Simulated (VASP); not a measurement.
# SiC (Imm2) in VASP: notebook

SiC is run at these levels: PBEsol; tasks: single point.

All numbers are computed with VASP 6.6.1; they aren't measurements. Logs are shortened: lines on timing, memory, paths and dates and some standing lists are left out, and cuts for length are marked.

### 1 The cell of the first run

Symmetry: Imm2, No. 44, orthorhombic system. Conventional cell: a = 3.055 Å, b = 3.055 Å, c = 4.321 Å, α = 90.00°, β = 90.00°, γ = 90.00°. Si (site symmetry mm2) has 4 C at 1.82 to 1.92 Å within 2.4 Å. Within 2.4 Å of C (site symmetry mm2) lie 4 Si at 1.82 to 1.92 Å.

### 2 Single point, PBEsol

Contents of INCAR:

```
SYSTEM = SiC
ALGO     = Normal         ! electronic algorithm
EDIFF    = 1E-6           ! SCF threshold, eV
ENCUT    = 520            ! plane-wave cutoff, eV
GGA      = PS             ! functional
ISIF     = 2              ! what is computed and relaxed
ISMEAR   = 0              ! smearing method
LASPH    = .True.         ! aspherical terms in the spheres
LCHARG   = .False.        ! write CHGCAR
LREAL    = .False.        ! projectors in reciprocal space
LWAVE    = .False.        ! write WAVECAR
NBANDS   = 11             ! bands
NELM     = 80             ! most SCF steps
PREC     = Accurate       ! precision mode
SIGMA    = 0.05           ! smearing width, eV
```

Contents of KPOINTS:

```
k-points
0
Gamma
  10 10 10
  0 0 0
```

Contents of POSCAR:

```
SiC
1.0
    0.0000000000      2.1603089512      2.1603089512
    2.1603089512      0.0000000000      2.1603089512
    2.1603089512      2.1603089512      0.0000000000
Si C
1 1
Direct
    0.0058896629     -0.0058896629      0.0058896629
    0.7362283587      0.7637716413      0.7362283587
```

Potentials or basis: VASP PAW PBE potentials, release 64 (Si, C).

Launch:

```sh
$ cat potpaw_PBE.64/Si/POTCAR potpaw_PBE.64/C/POTCAR > POTCAR
$ mpirun -np 1 vasp_std > vasp.out
```

OUTCAR:

```text
SYSTEM = SiC
   EDIFF = 1E-6
   ENCUT = 520
   GGA = PS
   ISIF = 2
   ISMEAR = 0
   LASPH = .True.
   LREAL = .False.
   NELM = 80
   PREC = Accurate

 ion  position               nearest neighbor table
   1  0.006  0.994  0.006-   2 1.82   2 1.82   2 1.92   2 1.92
   2  0.736  0.764  0.736-   1 1.82   1 1.82   1 1.92   1 1.92

  LATTYP: Found a face centered cubic cell.
 ALAT       =     4.3206179024

  Lattice vectors:

 A1 = (   0.0000000000,   2.1603089512,   2.1603089512)
 A2 = (   2.1603089512,   0.0000000000,   2.1603089512)
 A3 = (   2.1603089512,   2.1603089512,   0.0000000000)

Analysis of symmetry for initial positions (statically):
=====================================================================
 Subroutine PRICEL returns:
 Original cell was already a primitive cell.

 Routine SETGRP: Setting up the symmetry group for a
 face centered cubic supercell.

 Subroutine GETGRP returns: Found  4 space group operations
 (whereof  4 operations were pure point group operations)
 out of a pool of 48 trial point group operations.

The static configuration has the point symmetry C_2v.

Analysis of symmetry for dynamics (positions and initial velocities):
=====================================================================
 Subroutine PRICEL returns:
 Original cell was already a primitive cell.

 Routine SETGRP: Setting up the symmetry group for a
 face centered cubic supercell.

 Subroutine GETGRP returns: Found  4 space group operations
 (whereof  4 operations were pure point group operations)
 out of a pool of 48 trial point group operations.

The dynamic configuration has the point symmetry C_2v.

 Subroutine INISYM returns: Found  4 space group operations
 (whereof  4 operations are pure point group operations),
 and found     1 'primitive' translations

----------------------------------------------------------------------------------------

                                     Primitive cell

  volume of cell :      20.1640

  direct lattice vectors                    reciprocal lattice vectors
     0.000000000  2.160308951  2.160308951    -0.231448377  0.231448377  0.231448377
     2.160308951  0.000000000  2.160308951     0.231448377 -0.231448377  0.231448377
     2.160308951  2.160308951  0.000000000     0.231448377  0.231448377 -0.231448377

  length of vectors
     3.055138218  3.055138218  3.055138218     0.400880348  0.400880348  0.400880348

  position of ions in fractional coordinates (direct lattice)
     0.005889663  0.994110337  0.005889663
     0.736228359  0.763771641  0.736228359

  ion indices of the primitive-cell ions
[... 79 lines left out ...]
   IBRION =     -1    ionic relax: 0-MD 1-quasi-New 2-CG
   NFREE  =      0    steps in history (QN), initial steepest desc. (CG)
   ISIF   =      2    stress and relaxation
   ISYM   =      2    0-nonsym 1-usesym 2-fastsym
   POTIM  = 0.5000    time-step for ionic-motion
   TEBEG  =    0.0;   TEEND  =   0.0 temperature during run
   PSTRESS=    0.0 pullay stress
   NELECT =       8.0000    total number of electrons
   NUPDOWN=      -1.0000    fix difference up-down
   EMIN   =  10.00;   EMAX   =-10.00  energy-range for DOS
   EFERMI =   0.00;   METHOD = LEGACY
   ISMEAR =     0;   SIGMA  =   0.05  broadening in eV -4-tet -1-fermi 0-gaus
   EFERMI_NEDOS =   21; number of points for ismear=-14 and -15
   IALGO  =     38    algorithm
   IMIX   =      4    mixing-type and parameters
     AMIX     =   0.40;   BMIX     =  1.00
     AMIX_MAG =   1.60;   BMIX_MAG =  1.00
  volume/ion in A,a.u.               =      10.08        68.04
  Fermi-wavevector in a.u.,A,eV,Ry     =   1.202945  2.273236 19.688661  1.447076
  Thomas-Fermi vector in A             =   2.338712
   LORBIT       =      0    0 simple, 1 ext, 2 COOP (PROOUT), +10 PAW based schemes
   GGA     = PS    functional components
   LHFCALC =     F    Hartree Fock is set to
   AEXX    =    0.0000 exact exchange contribution
   IVDW    =     0    specifies the selected vdW correction
   LEPSILON=     F    determine dielectric tensor
   LRPA    =     F    only Hartree local field effects (RPA)
 non-spin polarized calculation
 Gauss-broadening in eV      SIGMA  =   0.05
  energy-cutoff  :      520.00
  volume of cell :       20.16
 maximum number of plane-waves:       552
   NGX = 11   NGY = 11   NGZ = 11

 number of electron       8.0000000 magnetization

 Free energy of the ion-electron system (eV)
  ---------------------------------------------------
  ext. energy  EPLUGINS =         0.00000000
  ---------------------------------------------------
  free energy    TOTEN  =       -15.83159030 eV

  energy without entropy =      -15.83159030  energy(sigma->0) =      -15.83159030

 E-fermi :   8.9632     XC(G=0): -11.6164

 val. band max:        8.7259911621   @ k =   0.0000   0.0000   0.0000
 cond. band min:       9.5385354028   @ k =   0.5000   0.5000   0.0000
 fundamental gap:      0.8125442407
 Fermi energy:         8.9631828333

 k-point     1 :       0.0000    0.0000    0.0000
  band No.  band energies     occupation
      1      -7.2846      2.00000
      2       7.9245      2.00000
      3       8.3631      2.00000
      4       8.7260      2.00000
      5      14.8002      0.00000
      6      15.6386      0.00000
      7      15.7655      0.00000
      8      15.9512      0.00000
      9      22.9398      0.00000
     10      22.9450      0.00000
     11      24.9795      0.00000
[... 309 lines left out ...]
 k-point    24 :       0.1000    0.0000    0.4000
  band No.  band energies     occupation
      1      -4.5779      2.00000
      2       1.3612      2.00000
      3       6.7411      2.00000
      4       7.2152      2.00000
      5      14.0942      0.00000
      6      15.7665      0.00000
      7      16.5456      0.00000
      8      18.4847      0.00000
      9      21.8724      0.00000
     10      24.9687      0.00000
     11      25.0504      0.00000

 [... further k-points ...]
[... 5 lines left out ...]
  --------------------------------------------------------------------------------------
  -------------------------------------------------------------------------------------
  Total        0.9623521      0.7685153      0.9623521      0.0000000      0.0000000     -0.8525289
  in kB       76.4657532     61.0640387     76.4657532      0.0000000      0.0000000    -67.7395193
  external PRESSURE =      71.3318484 kB  Pullay stress =       0.0000000 kB

 VOLUME and BASIS-vectors are now :
 -----------------------------------------------------------------------------
  energy-cutoff  :      520.00
  volume of cell :       20.16
      direct lattice vectors                 reciprocal lattice vectors
     0.000000000  2.160308951  2.160308951    -0.231448377  0.231448377  0.231448377
     2.160308951  0.000000000  2.160308951     0.231448377 -0.231448377  0.231448377
     2.160308951  2.160308951  0.000000000     0.231448377  0.231448377 -0.231448377

 POSITION                                       TOTAL-FORCE (eV/Angst)
 -----------------------------------------------------------------------------------
      2.16031      0.02545      2.16031         0.000000     -1.709824      0.000000
      3.24046      3.18096      3.24046         0.000000      1.709824      0.000000
 -----------------------------------------------------------------------------------
    total drift:                               -0.000000     -0.000411     -0.000000

  FREE ENERGIE OF THE ION-ELECTRON SYSTEM (eV)
  ---------------------------------------------------
  free  energy   TOTEN  =       -15.8315903030 eV

  energy  without entropy=      -15.8315903030  energy(sigma->0) =      -15.83159030
```

OSZICAR:

```text
N       E                     dE             d eps       ncg     rms          rms(c)
DAV:   1     0.169488820428E+01    0.16949E+01   -0.40228E+03  3962   0.613E+02
DAV:   2    -0.171942493332E+02   -0.18889E+02   -0.18030E+02  4767   0.108E+02
DAV:   3    -0.177251598645E+02   -0.53091E+00   -0.53004E+00  4587   0.150E+01
DAV:   4    -0.177271010663E+02   -0.19412E-02   -0.19410E-02  4309   0.114E+00
DAV:   5    -0.177271095784E+02   -0.85121E-05   -0.85121E-05  4618   0.698E-02    0.908E+00
DAV:   6    -0.159199826016E+02    0.18071E+01   -0.61992E+00  4245   0.112E+01    0.409E+00
DAV:   7    -0.158464563196E+02    0.73526E-01   -0.41021E-01  4518   0.360E+00    0.182E+00
DAV:   8    -0.158317742871E+02    0.14682E-01   -0.22137E-02  4344   0.947E-01    0.166E-01
DAV:   9    -0.158315483379E+02    0.22595E-03   -0.17489E-03  4609   0.225E-01    0.111E-01
DAV:  10    -0.158315896347E+02   -0.41297E-04   -0.12038E-04  4278   0.703E-02    0.272E-02
DAV:  11    -0.158315903030E+02   -0.66829E-06   -0.89447E-06  4530   0.176E-02
   1 F= -.15831590E+02 E0= -.15831590E+02  d E =-.475392E-14
```

Wall time 18 s (1 thread of AMD EPYC 9R45 (Zen 5), shared host); peak memory 0.13 GiB.

What came out:

| Property | Result |
| --- | --- |
| Free energy | -15.8316 eV |
| Pressure | 7.1 GPa |
| Largest force | 1.710 eV/Å |
| Band gap on the k mesh | 0.81 eV, indirect (least direct gap 4.27 eV) |

Forces in eV/Å, atoms in the order of the input:
```
Si   0.000 -1.710  0.000
C    0.000  1.710  0.000
```

Levels at points of the mesh, in eV from the valence-band top:
```
           k point  band 1  band 2  band 3  band 4  band 5  band 6  band 7  band 8  band 9
(0.00, 0.00, 0.00)  -16.01   -0.80   -0.36    0.00    6.07    6.91    7.04    7.23   14.21
(0.50, 0.00, 0.00)  -12.24   -9.29   -1.60   -1.11    5.18    6.63    7.26    9.66   15.79
(0.00, 0.50, 0.00)  -12.38   -8.96   -1.80   -1.24    5.22    6.49    7.09    9.67   15.94
(0.50, 0.50, 0.00)  -10.83   -8.31   -3.62   -3.61    0.81    3.87   13.87   13.92   14.60
(0.50, 0.00, 0.50)  -10.84   -8.27   -3.86   -3.44    0.82    3.92   13.85   13.90   14.59
```

Caveat: the PAW data sets were made with another functional, which shifts forces and pressure a little. Expect the measured gap to be larger: semilocal functionals such as PBEsol lack the derivative discontinuity.

### 3 Single point, PBEsol

Contents of INCAR:

```
SYSTEM = SiC
ALGO = Normal ; EDIFF = 1E-6
ENCUT = 520 ; GGA = PS
ISIF = 2 ; ISMEAR = 0
LASPH = .True. ; LCHARG = .False.
LREAL = .False. ; LWAVE = .False.
NBANDS = 11 ; NELM = 60
PREC = Accurate ; SIGMA = 0.05
```

KPOINTS is that of step 2.

Contents of POSCAR:

```
SiC
1.0
    0.0000000000      2.1603089512      2.1603089512
    2.1603089512      0.0000000000      2.1603089512
    2.1603089512      2.1603089512      0.0000000000
Si C
1 1
Direct
    0.0011779326     -0.0011779326      0.0011779326
    0.7472456717      0.7527543283      0.7472456717
```

Potentials or basis: VASP PAW PBE potentials, release 64 (Si, C).

Launch:

```sh
$ cat potpaw_PBE.64/Si/POTCAR potpaw_PBE.64/C/POTCAR > POTCAR
$ mpirun -np 1 vasp_std > vasp.out
```

Wall time 18 s (1 thread of AMD EPYC 9R45 (Zen 5), shared host); peak memory 0.13 GiB.

It converged, with:

```yaml
Free_energy: -15.9016 eV
Pressure: 6.2 GPa
Largest_force: 0.345 eV/Å
Band_gap_on_the_k_mesh: 1.13 eV, indirect (least direct gap 4.43 eV)
```

Forces on the atoms (eV/Å):
```
Si   0.000 -0.345  0.000
C    0.000  0.345  0.000
```

Stress tensor (GPa, compression positive):
```
 6.26  0.00 -1.35
 0.00  6.19  0.00
-1.35  0.00  6.26
```

Levels at points of the mesh, in eV from the valence-band top:
| k point | band 2 | band 3 | band 4 | band 5 | band 6 | band 7 |
| --- | --- | --- | --- | --- | --- | --- |
| (0.00, 0.00, 0.00) | -0.16 | -0.08 | 0.00 | 6.41 | 7.31 | 7.34 |
| (0.50, 0.00, 0.00) | -8.86 | -1.18 | -1.07 | 5.52 | 7.12 | 7.24 |
| (0.00, 0.50, 0.00) | -8.79 | -1.21 | -1.10 | 5.53 | 7.09 | 7.21 |
| (0.50, 0.50, 0.00) | -8.00 | -3.34 | -3.34 | 1.13 | 4.21 | 14.18 |
| (0.50, 0.00, 0.50) | -8.00 | -3.38 | -3.30 | 1.13 | 4.21 | 14.17 |

Caveat: the PAW data sets were made with another functional, which shifts forces and pressure a little.
